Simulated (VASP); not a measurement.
# BeZn3Te4 in VASP: further runs, part 2 of 2

VASP 6.6.1.

## (5) Relaxation of shape and atoms at fixed volume, PBE (volume scaled by 1.03)

The input, INCAR:

```
SYSTEM = BeZn3Te4
  PREC = Accurate
  ENCUT = 600
  EDIFF = 1E-7
  ISMEAR = 0
  SIGMA = 0.02
  LREAL = .FALSE.
  LASPH = .TRUE.
  NELM = 120
  ALGO = Normal
  ISIF = 4
  LWAVE = .FALSE.
  LCHARG = .FALSE.
  GGA = PE
  IBRION = 2
  NSW = 50
  EDIFFG = -0.01
  GGA_COMPAT = .FALSE.
  NELMIN = 4
```

The input, KPOINTS:

```
regular mesh
0
G
  6 6 6
  0 0 0
```

The input, POSCAR:

```
BeZn3Te4
1.0
   -3.0553609339      3.0553609339      6.0980533092
    3.0553609339     -3.0553609339      6.0980533092
    3.0553609339      3.0553609339     -6.0980533092
Be Zn Te
1 3 4
Direct
    0.0000000000      0.0000000000      0.0000000000
    0.2500000000      0.7500000000      0.5000000000
    0.7500000000      0.2500000000      0.5000000000
    0.5000000000      0.5000000000      0.0000000000
    0.6456360808      0.6456360808      0.5295052589
    0.1161308219      0.1161308219      0.4704947411
    0.8838691781      0.3543639192      0.0000000000
    0.3543639192      0.8838691781      0.0000000000
```

Potentials or basis: VASP PAW PBE potentials, release 64 (Be, Zn, Te).

Run with:

```bash
> cat potpaw_PBE.64/Be/POTCAR potpaw_PBE.64/Zn/POTCAR potpaw_PBE.64/Te/POTCAR > POTCAR
> mpirun -np 1 vasp_std > vasp.out
```

OUTCAR:

```text
SYSTEM = BeZn3Te4
   PREC = Accurate
   ENCUT = 600
   EDIFF = 1E-7
   ISMEAR = 0
   LREAL = .FALSE.
   LASPH = .TRUE.
   NELM = 120
   ISIF = 4
   GGA = PE
   IBRION = 2
   NSW = 50
   EDIFFG = -0.01
   NELMIN = 4

 ion  position               nearest neighbor table
   1  0.000  0.000  0.000-   7 2.50   8 2.50   5 2.50   6 2.50
   2  0.250  0.750  0.500-   7 2.69   6 2.69   8 2.69   5 2.69
   3  0.750  0.250  0.500-   8 2.69   6 2.69   7 2.69   5 2.69
   4  0.500  0.500  0.000-   6 2.71   7 2.71   8 2.71   5 2.71
   5  0.646  0.646  0.530-   1 2.50   2 2.69   3 2.69   4 2.71
   6  0.116  0.116  0.470-   1 2.50   2 2.69   3 2.69   4 2.71
   7  0.884  0.354  0.000-   1 2.50   2 2.69   3 2.69   4 2.71
   8  0.354  0.884  0.000-   1 2.50   3 2.69   2 2.69   4 2.71

  LATTYP: Found a body centered tetragonal cell.
 ALAT       =     6.1107218678
 C/A-ratio  =     1.9958536622

  Lattice vectors:

 A1 = (  -3.0553609339,   3.0553609339,   6.0980533092)
 A2 = (   3.0553609339,  -3.0553609339,   6.0980533092)
[... 188 lines left out ...]

 E-fermi :   3.1607     XC(G=0):  -8.7333

 val. band max:        3.0372824606   @ k =   0.0000   0.0000   0.0000
 cond. band min:       4.4980444198   @ k =   0.0000   0.0000   0.0000
 fundamental gap:      1.4607619593
 Fermi energy:         3.1606617642

 k-point     1 :       0.0000    0.0000    0.0000
  band No.  band energies     occupation
      1      -8.4993      2.00000
      2      -7.3255      2.00000
      3      -7.3108      2.00000
      4      -7.3108      2.00000
      5      -3.6570      2.00000
      6      -3.6396      2.00000
[... 949 lines left out ...]
     36       6.3560      0.00000
     37       6.6886      0.00000

 [... further k-points ...]
[... 5 lines left out ...]
  --------------------------------------------------------------------------------------
  -------------------------------------------------------------------------------------
  Total       -1.7287589     -1.7287589     -1.7281089      0.0000000      0.0000000     -0.0000000
  in kB      -12.1637857    -12.1637857    -12.1592123      0.0000000      0.0000000     -0.0000000
  external PRESSURE =     -12.1622612 kB  Pullay stress =       0.0000000 kB

 VOLUME and BASIS-vectors are now :
 -----------------------------------------------------------------------------
  energy-cutoff  :      600.00
  volume of cell :      227.71
      direct lattice vectors                 reciprocal lattice vectors
    -3.055360934  3.055360934  6.098053309     0.000000000  0.163646787  0.081993380
     3.055360934 -3.055360934  6.098053309     0.163646787  0.000000000  0.081993380
     3.055360934  3.055360934 -6.098053309     0.163646787  0.163646787  0.000000000

 POSITION                                       TOTAL-FORCE (eV/Angst)
 -----------------------------------------------------------------------------------
      0.00000      0.00000      0.00000         0.000000     -0.000000      0.000000
      3.05536     -0.00000      3.04903        -0.000000     -0.000000      0.000000
     -0.00000      3.05536      3.04903         0.000000     -0.000000      0.000000
      0.00000      0.00000      6.09805        -0.000000     -0.000000      0.000000
      1.61783      1.61783      4.64530        -0.004619     -0.004619     -0.006007
      1.43753      1.43753     -1.45276         0.004619      0.004619     -0.006007
     -1.61783      1.61783      7.55081         0.004619     -0.004619      0.006007
      1.61783     -1.61783      7.55081        -0.004619      0.004619      0.006007
 -----------------------------------------------------------------------------------
    total drift:                                0.000002      0.000002      0.000003

  FREE ENERGIE OF THE ION-ELECTRON SYSTEM (eV)
  ---------------------------------------------------
  free  energy   TOTEN  =       -23.0982947849 eV

  energy  without entropy=      -23.0982947849  energy(sigma->0) =      -23.09829478

 reached required accuracy - stopping structural energy minimisation
```

OSZICAR:

```text
N       E                     dE             d eps       ncg     rms          rms(c)
DAV:   1     0.414809319861E+03    0.41481E+03   -0.28640E+04  2220   0.184E+03
DAV:   2     0.220429894248E+02   -0.39277E+03   -0.38020E+03  2261   0.380E+02
DAV:   3    -0.223143531288E+02   -0.44357E+02   -0.43759E+02  2604   0.123E+02
DAV:   4    -0.238253802267E+02   -0.15110E+01   -0.15072E+01  2630   0.198E+01
DAV:   5    -0.238623654415E+02   -0.36985E-01   -0.36980E-01  2913   0.299E+00    0.827E+00
DAV:   6    -0.231144548592E+02    0.74791E+00   -0.25225E+00  2925   0.283E+01    0.608E+00
DAV:   7    -0.230942190899E+02    0.20236E-01   -0.96298E-01  2654   0.558E+00    0.265E+00
DAV:   8    -0.230963252191E+02   -0.21061E-02   -0.34225E-02  2486   0.223E+00    0.878E-01
DAV:   9    -0.230979108948E+02   -0.15857E-02   -0.94978E-03  2910   0.218E+00    0.255E-01
DAV:  10    -0.230979930101E+02   -0.82115E-04   -0.21042E-03  2569   0.118E+00    0.111E-01
DAV:  11    -0.230982421033E+02   -0.24909E-03   -0.99622E-04  2813   0.289E-01    0.420E-02
DAV:  12    -0.230982877879E+02   -0.45685E-04   -0.32513E-04  2461   0.431E-01    0.250E-02
DAV:  13    -0.230982912510E+02   -0.34631E-05   -0.54751E-05  2712   0.159E-01    0.108E-02
DAV:  14    -0.230982933649E+02   -0.21140E-05   -0.14419E-05  2548   0.353E-02    0.599E-03
DAV:  15    -0.230982944981E+02   -0.11332E-05   -0.63832E-06  2534   0.408E-02    0.338E-03
DAV:  16    -0.230982947596E+02   -0.26147E-06   -0.12130E-06  2563   0.180E-02    0.191E-03
DAV:  17    -0.230982947849E+02   -0.25351E-07   -0.35025E-07  2067   0.431E-03
   1 F= -.23098295E+02 E0= -.23098295E+02  d E =-.230983E+02
```

CONTCAR:

```text
BeZn3Te4
   1.00000000000000
    -3.0553609338999999    3.0553609338999999    6.0980533092000000
     3.0553609338999999   -3.0553609338999999    6.0980533092000000
     3.0553609338999999    3.0553609338999999   -6.0980533092000000
  Be              Zn              Te
     1     3     4
Direct
     0.0000000000000000    0.0000000000000000    0.0000000000000000
     0.2500000000000000    0.7500000000000000    0.5000000000000000
     0.7500000000000000    0.2500000000000000    0.5000000000000000
     0.5000000000000000    0.5000000000000000    0.0000000000000000
     0.6456360808000028    0.6456360808000028    0.5295052589000022
     0.1161308219000006    0.1161308219000006    0.4704947410999978
     0.8838691780999994    0.3543639191999972    0.0000000000000000
     0.3543639191999972    0.8838691780999994    0.0000000000000000

  0.00000000E+00  0.00000000E+00  0.00000000E+00
  0.00000000E+00  0.00000000E+00  0.00000000E+00
  0.00000000E+00  0.00000000E+00  0.00000000E+00
  0.00000000E+00  0.00000000E+00  0.00000000E+00
  0.00000000E+00  0.00000000E+00  0.00000000E+00
  0.00000000E+00  0.00000000E+00  0.00000000E+00
  0.00000000E+00  0.00000000E+00  0.00000000E+00
  0.00000000E+00  0.00000000E+00  0.00000000E+00
```

Run time: 10 min. Hardware: 1 thread of Intel Xeon 6975P-C, shared host; peak memory 0.68 GiB.

Results:

```
Free energy                  : -23.0983 eV
Pressure after relaxing      : -1.2 GPa
Largest force after relaxing : 0.009 eV/Å
Band gap on the k mesh       : 1.46 eV, direct
```

Forces on the atoms (eV/Å):
```
Be   0.000  0.000  0.000
Zn   0.000  0.000  0.000
Zn   0.000  0.000  0.000
Zn   0.000  0.000  0.000
Te  -0.005 -0.005 -0.006
Te   0.005  0.005 -0.006
Te   0.005 -0.005  0.006
Te  -0.005  0.005  0.006
```

Final structure:
```
Be Zn Te
1.0
    -3.05536    3.05536    6.09805
     3.05536   -3.05536    6.09805
     3.05536    3.05536   -6.09805
Be Zn Te
1 3 4
Direct
  0.00000 0.00000 0.00000
  0.25000 0.75000 0.50000
  0.75000 0.25000 0.50000
  0.50000 0.50000 0.00000
  0.64564 0.64564 0.52951
  0.11613 0.11613 0.47049
  0.88387 0.35436 0.00000
  0.35436 0.88387 0.00000
```

Caveat: the relaxation stopped at its first step, so nothing moved; spin-orbit coupling is left out, which moves the levels of the heavy elements. A k mesh can miss the band edges.

## (6) Single point, PBE

This run uses another cell than the first one, of the same volume but with other edges.

The input, INCAR:

```
SYSTEM = BeZn3Te4
PREC = Accurate
ENCUT = 520
EDIFF = 1E-7
ISMEAR = 0
SIGMA = 0.1
LREAL = .FALSE.
LASPH = .TRUE.
NELM = 80
ALGO = Normal
ISIF = 2
LWAVE = .FALSE.
LCHARG = .FALSE.
GGA = PE
NBANDS = 41
```

The input, KPOINTS:

```
Automatic mesh
0
G
  4 4 4
  0 0 0
```

The input, POSCAR:

```
BeZn3Te4
1.0
    6.0469107657     -0.0025834733     -0.0028031602
   -0.0025296043      6.0526527563      0.0042916989
   -3.0249771931     -3.0206966849      6.0358041685
Be Zn Te
1 3 4
Direct
    0.0000692712     -0.0002615010     -0.0002399455
    0.7493561272      0.2503937187      0.5001136490
    0.2494505662      0.7505152062      0.5000230722
    0.5007769265      0.4998629958      1.0003558991
    0.6454692658      0.6457930660      0.7616529108
    0.1160005109      0.1163138489      0.7617210702
    0.3542676656      0.8836566328      0.2379636555
    0.8846096666      0.3537260328      0.2384096887
```

Potentials or basis: VASP PAW PBE potentials, release 64 (Be, Zn, Te).

Run with:

```bash
> cat potpaw_PBE.64/Be/POTCAR potpaw_PBE.64/Zn/POTCAR potpaw_PBE.64/Te/POTCAR > POTCAR
> mpirun -np 1 vasp_std > vasp.out
```

It took 6.7 min on 1 thread of Intel Xeon Platinum 8259CL at 2.50GHz (Skylake/Cascade Lake), shared host; peak memory 0.51 GiB.

The run converged. Its results:

* Free energy: -23.1183 eV
* Pressure: 0.1 GPa
* Largest force: 0.019 eV/Å
* Band gap on the k mesh: 1.61 eV, direct

Forces in eV/Å, atoms in the order of the input:
```
Be   0.000  0.000  0.000
Zn   0.005 -0.003 -0.001
Zn   0.004 -0.003  0.000
Zn  -0.007  0.001  0.001
Te  -0.001  0.000  0.000
Te   0.003  0.003  0.000
Te   0.009 -0.010  0.002
Te  -0.013  0.013 -0.003
```

Levels at points of the mesh, in eV from the valence-band top:
```csv
k point,band 28,band 29,band 30,band 31,band 32,band 33,band 34,band 35
"(0.00, 0.00, 0.00)",-2.07,-0.05,-0.01,0.00,1.61,2.20,2.34,4.12
"(0.50, 0.00, 0.00)",-1.67,-1.63,-1.02,-0.88,3.10,3.44,3.82,3.85
"(0.00, 0.50, 0.00)",-1.67,-1.64,-1.01,-0.87,3.10,3.45,3.80,3.85
"(0.50, 0.50, 0.00)",-0.95,-0.87,-0.78,-0.67,1.78,1.94,3.37,3.46
"(0.00, 0.00, 0.50)",-1.42,-1.42,-1.16,-1.15,2.03,2.25,2.41,2.41
"(0.50, 0.00, 0.50)",-1.68,-1.63,-1.01,-0.87,3.10,3.45,3.81,3.85
"(0.00, 0.50, 0.50)",-1.67,-1.63,-1.02,-0.88,3.10,3.44,3.81,3.85
"(0.50, 0.50, 0.50)",-0.95,-0.87,-0.78,-0.66,1.79,1.95,3.36,3.45
```

Caveat: spin-orbit coupling is left out, which moves the levels of the heavy elements.

## (7) The runs side by side

```tsv
task	cell	k mesh	cutoff (eV)	smearing	gap on the mesh (eV)	pressure (GPa)	largest force (eV/Å)
single point	a = 7.400 Å, angles 131.7, 131.7, 70.6°, 8 atoms	6 × 6 × 6	520	gaussian 0.02 eV	1.61	0.1	-
single point	a = 7.400 Å, angles 131.7, 131.7, 70.6°, 8 atoms	6 × 6 × 6	520	gaussian 0.01 eV	1.61	0.1	-
relaxation of cell and atoms	relaxed from a = 7.287 Å, angles 131.8, 131.8, 70.5°, 8 atoms	4 × 4 × 4	600	gaussian 0.2 eV	1.59	-0.1	0.03
relaxation of shape and atoms at fixed volume	relaxed from a = 7.474 Å, angles 131.7, 131.7, 70.6°, 8 atoms	6 × 6 × 6	600	gaussian 0.02 eV	1.46	-1.2	0.01
single point	a = 6.047, b = 6.053, c = 7.396 Å, angles 114.1, 114.2, 90.0°, 8 atoms	4 × 4 × 4	520	gaussian 0.1 eV	1.61	0.1	0.02
```

Alike in all rows: level PBE; potentials or basis VASP PAW PBE potentials, release 64 (Be, Zn, Te); no spin polarisation.

Caveats: spin-orbit coupling is left out, which moves the levels of the heavy elements; the relaxation stopped at a loose force limit of 0.08 eV/Å, so its end isn't a converged minimum (some runs); the relaxation stopped at its first step, so nothing moved (some runs).

Absolute energies hang on the potentials; compare differences alone.
